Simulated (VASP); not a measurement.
Input of a VASP 6.6.1 run:

INCAR

```
PREC = Accurate
ENCUT = 520
EDIFF = 1E-6
ISMEAR = -1
SIGMA = 0.01
LREAL = Auto
LASPH = T
NELM = 200
ALGO = Normal
ISIF = 2
LWAVE = F
LCHARG = F
ISPIN = 2
MAGMOM = 0 0 0 0 0 0 0 0 0 0 0 0 0 0 0 0 0 0 0 0 0 0 0 0 0 0.01 0.1 0.01 0.04 0.04 0.01 0.11 0.01 0.12 0.01 0.02 0.01 0.02 0 0.02 0 0 0 0.01 0.02 0 0 0 0 0.01 0.01 0 0 0.05 0.02 0.04 0 0.04 0.01 0.01 0 0.01 0 0.01 0 0 0.01 0 0.01 0 0.01 0 0
LORBIT = 11
NUPDOWN = 1.0
GGA = PE
NBANDS = 243
NELECT = 393.0
GGA_COMPAT = F
```

KPOINTS

```
Automatic mesh
0
Gamma
  1 1 1
```

File POSCAR:

```
GaSi23HO48
1.0
   10.0416380600      0.0000000000      0.0000000000
   -5.0208190300      8.6963136500      0.0000000000
    0.0000000000      0.0000000000     11.0185484200
Si O Ga H
23 48 1 1
Direct
    0.0044815567      0.2364233783      0.1715475832
    0.2617889287      0.2640366598     -0.0029406104
    0.2336763516     -0.0064553655      0.3267561827
   -0.0036440727      0.2416604552      0.6705297684
    0.2301043709      0.0027058033      0.8283583430
   -0.0123440872      0.7279835060      0.1669686630
    0.2509648852      0.7639493496     -0.0010002063
    0.2429850996      0.5137362979      0.3250463274
   -0.0036384658      0.7367150226      0.6640354078
    0.2619195976      0.7665014970      0.5004785175
    0.2354362157      0.5017822031      0.8350713865
    0.4941245155      0.2323706175      0.1647446553
    0.7675388920      0.2650496425      0.0068545249
    0.7390672550     -0.0012504972      0.3331236261
    0.5103399135      0.2346827041      0.6727869782
    0.7655183925      0.2622315808      0.5023274341
    0.7337555252      0.0014180539      0.8338149929
    0.4980524423      0.7526821481      0.1581794591
    0.7600077924      0.7638770831     -0.0038403961
    0.7220292995      0.4897123446      0.3360923481
    0.4952006130      0.7408603622      0.6700277202
    0.7504000173      0.7525256122      0.5008820527
    0.7445851067      0.4996778824      0.8388089577
    0.0871859805      0.3648406086      0.2800623733
    0.3342565797      0.4546330970      0.4240042276
    0.1299029625      0.2077285218      0.1016449540
    0.1991939235      0.1249593757      0.3762142414
    0.4194931084      0.2895599729      0.0601752637
    0.3658299065      0.0673865593      0.2213913162
    0.0722402901      0.3712448205      0.7772981601
    0.2943734688      0.4259693041      0.9373464980
    0.1250114533      0.2066325244      0.6168430554
    0.2044941797      0.1354057776      0.8898609890
    0.4543471067      0.3065130319      0.5658299585
    0.3707331962      0.0769402051      0.7298945408
    0.0741212746      0.8568256416      0.2712195573
    0.2929573864      0.9248679005      0.4354320827
    0.1133020769      0.6947051594      0.1003241596
    0.2063821402      0.6310648460      0.3973764625
    0.4154982625      0.8107999921      0.0621163525
    0.3662689471      0.5908732985      0.2171042424
    0.0729728350      0.8796417464      0.7592506178
    0.2711175022      0.9185905350      0.9361656240
    0.1278256853      0.7091929104      0.6026074695
    0.2067686084      0.6319473359      0.8967311539
    0.4209084302      0.7966916482      0.5636361521
    0.3640239815      0.5788331881      0.7282245305
    0.5623095879      0.3602819989      0.2735626973
    0.7831395528      0.4160629739      0.4382030633
    0.6313944046      0.2122627632      0.1070705410
    0.7137792792      0.1283060081      0.4004383108
    0.9246590935      0.2973268807      0.0747362757
    0.8759420956      0.0765531193      0.2329987881
    0.5860678939      0.3618603417      0.7809529850
    0.8042576644      0.4261408477      0.9424860752
    0.6381554575      0.2000677451      0.6115915313
    0.7096285177      0.1288837101      0.9060225116
    0.9308159659      0.3053061628      0.5623896459
    0.8569718154      0.0827798654      0.7247581385
    0.5787118717      0.8787182674      0.2658609872
    0.7853044369      0.9092780516      0.4323917617
    0.6206827390      0.7165204126      0.0926148029
    0.6760994949      0.6089096016      0.4023181737
    0.9133208264      0.7913829824      0.0673892902
    0.8540357425      0.5732616716      0.2326205704
    0.5705757163      0.8714347563      0.7755796864
    0.7991174716      0.9222893058      0.9276400640
    0.6238638509      0.7089431617      0.6078913355
    0.7066973573      0.6249389687      0.8983361749
    0.9094937052      0.7753998045      0.5565928624
    0.8752244666      0.5794027865      0.7340081138
    0.2689436199      0.2561631661      0.5025682804
    0.4473451577      0.5068115397      0.4132112756
```

Potentials or basis: VASP PAW PBE potentials, release 64 (Si, O, Ga_d, H).

Launch:

```console
$ cat potpaw_PBE.64/Si/POTCAR potpaw_PBE.64/O/POTCAR potpaw_PBE.64/Ga_d/POTCAR potpaw_PBE.64/H/POTCAR > POTCAR
$ mpirun -np 1 vasp_gam > vasp.out
```

**Question.** Estimate the largest force.

**Answer.** 0.103 eV/Å.

Forces in eV/Å, atoms in the order of the input:
```
Si   0.012 -0.007  0.015
Si   0.006  0.008  0.002
Si   0.007 -0.027 -0.003
Si  -0.021  0.002  0.008
Si  -0.014  0.000  0.001
Si  -0.005 -0.014  0.005
Si   0.002  0.013 -0.009
Si  -0.026 -0.036  0.014
Si   0.008 -0.019 -0.006
Si   0.015  0.005  0.003
Si  -0.015  0.004 -0.001
Si   0.009 -0.008 -0.009
Si   0.010  0.012  0.006
Si  -0.013 -0.003  0.005
Si   0.015 -0.022  0.025
Si   0.000  0.005 -0.008
Si  -0.020  0.005  0.004
Si   0.004 -0.013 -0.001
Si   0.006  0.006  0.005
Si  -0.002  0.001  0.000
Si   0.017 -0.017 -0.006
Si  -0.003  0.014  0.003
Si  -0.014 -0.004 -0.005
O    0.004 -0.006 -0.012
O   -0.065 -0.018 -0.023
O    0.002  0.014 -0.008
O   -0.021  0.031  0.013
O   -0.003 -0.012  0.005
O   -0.005  0.004  0.007
O    0.007 -0.009 -0.011
O   -0.009 -0.005 -0.003
O    0.031 -0.008 -0.007
O    0.010  0.004  0.005
O   -0.009  0.013 -0.023
O   -0.006  0.011  0.003
O    0.016  0.002 -0.002
O   -0.010  0.001 -0.012
O    0.001  0.007 -0.005
O    0.012  0.011  0.013
O    0.000 -0.013  0.004
O    0.002  0.018  0.003
O    0.008 -0.002 -0.003
O   -0.009 -0.009 -0.004
O   -0.003  0.011 -0.002
O    0.012  0.003  0.008
O   -0.012 -0.017  0.005
O   -0.008  0.009  0.010
O    0.004 -0.001 -0.002
O   -0.007 -0.007  0.002
O   -0.004  0.011 -0.004
O    0.011  0.006  0.009
O   -0.004 -0.014 -0.002
O   -0.009  0.008  0.007
O    0.012 -0.004 -0.006
O   -0.005 -0.007 -0.001
O    0.001  0.010 -0.006
O    0.011  0.005 -0.002
O    0.005 -0.007  0.006
O   -0.006  0.006  0.004
O    0.016 -0.002 -0.008
O   -0.006 -0.008 -0.013
O    0.002  0.015 -0.011
O    0.004 -0.004  0.003
O   -0.002 -0.011  0.006
O   -0.003  0.012 -0.004
O    0.006 -0.007 -0.008
O   -0.011 -0.007 -0.003
O   -0.012  0.010 -0.001
O    0.011  0.004  0.002
O    0.002 -0.007  0.010
O   -0.008  0.009  0.009
Ga  -0.019 -0.010  0.005
H    0.088  0.054  0.004
```

Caveat: the k points lie up to 0.72 Å⁻¹ apart; the cell carries a net charge on a neutralising background, which shifts energy and pressure; the total moment is fixed, so each spin has its own Fermi level and the state may be an excited one.
